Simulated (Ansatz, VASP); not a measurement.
AlNi3 in VASP and in Ansatz

The input INCAR:

```
  ALGO = Fast
  EDIFF = 1E-6
  ENCUT = 520
  GGA = PS
  ISIF = 2
  ISMEAR = 0
  LASPH = True
  LCHARG = True
  LELF = True
  LREAL = False
  LVHAR = True
  LWAVE = False
  NBANDS = 24
  NELM = 80
  PREC = Accurate
  SIGMA = 0.15
```

KPOINTS

```
k-points
0
Gamma
  14 14 14
```

File POSCAR:

```
AlNi3
1.0
   -0.2624945211      2.6433488862      2.6433488862
    2.6433488862     -0.2624945211      2.6433488862
    2.6433488862      2.6433488862     -0.2624945211
Al Ni
1 3
Direct
    0.5000000000      0.5000000000      0.5000000000
    0.2500000000      0.2500000000      0.2500000000
    0.0000000000      0.0000000000      0.0000000000
    0.7500000000      0.7500000000      0.7500000000
```

Input for Ansatz:

```yaml
crystal:
  lattice:
    - [-0.2624945211, 2.6433488862, 2.6433488862]
    - [2.6433488862, -0.2624945211, 2.6433488862]
    - [2.6433488862, 2.6433488862, -0.2624945211]
  atoms:
    - { symbol: Al, position: [0.5, 0.5, 0.5] }
    - { symbol: Ni, position: [0.25, 0.25, 0.25] }
    - { symbol: Ni, position: [0.0, 0.0, 0.0] }
    - { symbol: Ni, position: [0.75, 0.75, 0.75] }
basis:
  ecutwfc: 520.0
kpoints:
  mp_grid: { grid: [14, 14, 14] }
hamiltonian:
  xc: pbesol
  pseudopotentials: { kind: paw, azcp: { folder: soft_1 } }
scf:
  occupations: { method: gaussian, width: 0.15 }
output:
  forces: true
  stress: true
  eigenvalues: true
```

Alike in both runs: task single point; functional PBEsol; k mesh 14 × 14 × 14; occupations gaussian, width 0.15 eV; no spin polarisation.

|  | VASP | Ansatz |
| --- | --- | --- |
| version | VASP 6.6.1 | Ansatz 0.2.0 |
| potentials or method | VASP PAW PBE potentials, release 64 (Al, Ni), cutoff 520 eV | scalar-relativistic, plane waves, PAW |
| valence electrons in the cell | 33 | 57 |

Ansatz gave:

```
gap on the k mesh at the Fermi level (eV)                     : none
pressure (GPa)                                                : 13.3
traceless stress, the component that is largest in VASP (GPa) : 21.25
rms of the force components (eV/Å)                            : 0.125
```

**Question.** Estimate VASP's values.

**Answer.** gap on the k mesh at the Fermi level (eV): none; pressure (GPa): 13.3; traceless stress, the component that is largest in VASP (GPa): 21.11; rms of the force components (eV/Å): 0.111.

VASP's potentials were made for PBE, not for PBEsol, and Ansatz warns of the same on its side. Atom by atom the forces differ by 0.014 eV/Å (rms over components). A gap of «none» marks a metal or a gap that the smearing closes. The functional is the same, so the differences come from potentials, cutoffs and numerics. VASP's potentials hold 33 valence electrons a cell and Ansatz's 57, so a difference there can come from the potentials and not from the codes.
